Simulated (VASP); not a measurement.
# S: single point with LDA

S:

```
CELL_PARAMETERS angstrom
0.00000 2.02427 1.99435
2.02427 0.00000 1.99435
2.02427 2.02427 0.00000
ATOMIC_POSITIONS crystal
S 0.00000 0.00000 0.00000
```

This cell differs from its parent crystal: strain +0.015 along x and y, +0.000 along z.

| Item | Value |
| --- | --- |
| Program | VASP 6.6.1 |
| Task | single point |
| Functional | LDA |
| Potentials or basis | VASP PAW LDA potentials, release 64 (S) |
| Cutoff | 520 eV |
| k mesh | 20 × 20 × 20 |
| Occupations | gaussian, width 0.15 eV |
| Spin | no spin polarisation |

```json
{"Pressure": "-8.6 GPa", "Band gap on the k mesh": "zero (bands 3 and 4 overlap by 5.51 eV)"}
```

Stress tensor (GPa, compression positive):
```
-8.19  0.00  0.00
 0.00 -8.19  0.00
 0.00  0.00 -9.39
```

Levels at points of the mesh, in eV from the Fermi level:
```tsv
k point	band 1	band 2	band 3	band 4	band 5	band 6
(0.00, 0.00, 0.00)	-16.35	3.02	3.02	3.03	12.04	12.04
(0.50, 0.00, 0.00)	-12.42	-7.16	1.70	1.89	9.29	11.18
(0.50, 0.50, 0.00)	-10.74	-6.11	-0.93	-0.93	5.24	5.91
(0.50, 0.00, 0.50)	-10.92	-6.23	-0.81	-0.67	5.44	6.03
```

Wall time 76 s on 1 thread of Intel Xeon 8259CL, with other jobs on the host, peak memory 0.19 GiB.

Caveat: the cell differs from its parent crystal (strain +0.015 along x and y, +0.000 along z); the cell stands under tension.
